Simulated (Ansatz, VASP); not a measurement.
## Two plane-wave programs on RbP2

The input INCAR:

```
PREC     = Accurate       # precision mode
ENCUT    = 600            # plane-wave cutoff, eV
EDIFF    = 1E-6           # SCF threshold, eV
ISMEAR   = 0              # smearing method
SIGMA    = 0.1            # smearing width, eV
LREAL    = F              # projectors in reciprocal space
LASPH    = T              # aspherical terms in the spheres
NELM     = 60             # most SCF steps
ALGO     = Normal         # electronic algorithm
ISIF     = 3              # what is computed and relaxed
LWAVE    = F              # write WAVECAR
LCHARG   = F              # write CHGCAR
GGA      = PE             # functional
IBRION   = 2              # ionic algorithm
NSW      = 90             # ionic steps
EDIFFG   = -0.04          # ionic threshold
```

Contents of KPOINTS:

```
Automatic mesh
0
Gamma
  6 4 4
```

File POSCAR:

```
RbP2
1.0
    3.3782317500      0.0000000000      0.0000000000
    0.0000000000      4.3594800500      0.0000000000
    0.0000000000      0.0000000000      6.7198285700
Rb P
1 2
Direct
    0.5000000000      0.0000000000      0.0000000000
    0.0000000000      0.0000000000      0.5000000000
    0.5000000000      0.5000000000      0.5000000000
```

Input for Ansatz:

```yaml
crystal:
  lattice:
    - [3.37823175, 0.0, 0.0]
    - [0.0, 4.35948005, 0.0]
    - [0.0, 0.0, 6.71982857]
  atoms:
    - { symbol: Rb, position: [0.5, 0.0, 0.0] }
    - { symbol: P, position: [0.0, 0.0, 0.5] }
    - { symbol: P, position: [0.5, 0.5, 0.5] }
basis:
  ecutwfc: 420
kpoints:
  mp_grid: { grid: [6, 4, 4] }
hamiltonian:
  xc: pbe
scf:
  occupations: { method: gaussian, width: 0.1 }
  lower_state_search: "off"
output:
  forces: true
  stress: true
  eigenvalues: true
relax:
  adjacent_minimum: "off"
  f_tol: 0.04
  max_steps: 70
  cell: { stress_tol: 0.4 }
```

Alike in both runs: task relaxation of cell and atoms; functional PBE; k mesh 6 × 4 × 4; occupations gaussian, width 0.1 eV; no spin polarisation.

```csv
,VASP,Ansatz
version,VASP 6.6.1,Ansatz 0.2.0
potentials or method,"VASP PAW PBE potentials, release 64 (Rb_sv, P), cutoff 600 eV","scalar-relativistic, plane waves, PAW"
valence electrons in the cell,19,19
```

|  | VASP | Ansatz | Ansatz less VASP |
| --- | --- | --- | --- |
| gap on the k mesh at the Fermi level, each at its own relaxed structure (eV) | none | none | - |
| relaxed volume (Å³/atom) | 24.25 | 24.23 | -0.021 |
| relaxed cell length with the largest relative difference (Å) | 3.532 | 3.529 | -0.0029 |

A gap of «none» marks a metal or a gap that the smearing closes.

The k mesh is coarse, so the values compare programs but aren't converged. Noted on VASP's run: the volume moved by over 15 % at a fixed basis, so the end points are rough.
